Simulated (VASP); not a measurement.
Input of a VASP 6.6.1 run:

Contents of POSCAR:

```
HfO2
1.0
    0.0000000000      2.5575000000      2.5575000000
    2.5575000000      0.0000000000      2.5575000000
    2.5575000000      2.5575000000      0.0000000000
Hf O
1 2
Direct
    0.0000000000      0.0000000000      0.0000000000
    0.2500000000      0.2500000000      0.2500000000
    0.7500000000      0.7500000000      0.7500000000
```

INCAR.step1

```
SYSTEM = HfO2
PREC = Accurate
ENCUT = 600
ISMEAR = -1
SIGMA = 0.01
LREAL = .False.
LASPH = .True.
NELM = 60
GGA = PE
ALGO = Normal
EDIFF = 1E-4
LWAVE = .True.
LCHARG = .False.
```

INCAR.step2

```
SYSTEM = HfO2
PREC = Accurate
ENCUT = 600
EDIFF = 1E-7
ISMEAR = -1
SIGMA = 0.01
LREAL = .False.
LASPH = .True.
NELM = 60
ALGO = Normal
ISIF = 3
LWAVE = .False.
LCHARG = .False.
METAGGA = R2SCAN
LMIXTAU = .True.
IBRION = 2
NSW = 80
EDIFFG = -0.05
ISTART = 1
```

Contents of KPOINTS:

```
Automatic mesh
0
Gamma
  8 8 8
  0 0 0
```

Potentials or basis: VASP PAW PBE potentials, release 64 (Hf_pv, O).

Command:

```console
$ cat potpaw_PBE.64/Hf_pv/POTCAR potpaw_PBE.64/O/POTCAR > POTCAR
$ cp INCAR.step1 INCAR
$ mpirun -np 1 vasp_std > vasp.out
$ cp INCAR.step2 INCAR
$ mpirun -np 1 vasp_std > vasp.out
```

Q: Predict the band gap on the k mesh.

A: 4.36 eV.

Q: Predict the relaxed volume.

A: 10.63 Å³/atom.

Step by step:
```
step  energy change (eV)  largest force (eV/Å)  pressure (GPa)  volume (Å³)
   1              0.0000                0.0000          -12.35        33.46
   2              0.1127                0.0000           25.53        29.47
   3             -0.0642                0.0000           -0.34        31.88
```

Caveat: the PAW data sets were made with another functional, which shifts forces and pressure a little; spin-orbit coupling is left out, which moves the levels of the heavy elements. A k mesh can miss the band edges.
